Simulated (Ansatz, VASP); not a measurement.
Y3Ge in VASP and in Ansatz

```xyz
4
Lattice="4.6954 0.0000 0.0000 0.0000 4.6954 0.0000 0.0000 0.0000 4.6934" Properties=species:S:1:pos:R:3 pbc="T T T"
Y     0.0000    2.3477    2.3467
Y     2.3477    0.0000    2.3467
Y     2.3477    2.3477    0.0000
Ge    0.0000    0.0000    0.0000
```

Change from the starting cell: species swapped into the Ti3Ag type (P4/mmm, No. 123).

Alike in both runs: functional PBE; k mesh 10 × 10 × 10; occupations gaussian, width 0.1 eV; no spin polarisation.

Ansatz relaxed the structure, and its values are those at the end. VASP's run is a single point on that final structure, the one shown.

|  | VASP | Ansatz |
| --- | --- | --- |
| version | VASP 6.6.1 | Ansatz 0.2.0 |
| potentials or method | VASP PAW PBE potentials, release 64 (Y_sv, Ge_d), cutoff 520 eV | scalar-relativistic, plane waves, PAW |
| valence electrons in the cell | 47 | 47 |

```csv
,VASP,Ansatz,Ansatz less VASP
gap on the k mesh at the Fermi level (eV),none,none,-
pressure (GPa),-0.1,0.0,+0.07
```

A gap of «none» marks a metal or a gap that the smearing closes. The functional is the same, so the differences come from potentials, cutoffs and numerics.
